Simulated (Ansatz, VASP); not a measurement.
InF: VASP beside Ansatz

```
In F
1.0
     3.64429    0.00000    0.00000
    -1.82214    3.15604    0.00000
     0.00000    0.00000    8.90509
In F
2 2
Direct
  0.33333 0.66667 0.00881
  0.66667 0.33333 0.50881
  0.33333 0.66667 0.36719
  0.66667 0.33333 0.86719
```

Alike in both runs: task electric field gradients; functional PBE; k mesh 14 × 14 × 8; occupations fermi-dirac, width 0.05 eV; no spin polarisation.

|  | VASP | Ansatz |
| --- | --- | --- |
| version | VASP 6.6.1 | Ansatz 0.2.0 |
| potentials or method | VASP PAW PBE potentials, release 64 (In_d, F), cutoff 520 eV | all-electron PAW with datasets made for the crystal, scalar-relativistic |

Ansatz gave:

* pressure (GPa): 0.0
* rms of the force components (eV/Å): 0.000
* size of Vzz on the site where it differs most (V/Å²): 2.0

Question: What did VASP give for the same quantities?

Answer: Pressure (GPa): -0.1; rms of the force components (eV/Å): 0.010; size of Vzz on the site where it differs most (V/Å²): 7.1.

Atom by atom the forces differ by 0.010 eV/Å (rms over components). Ansatz ran all-electron here, and VASP with PAW potentials.
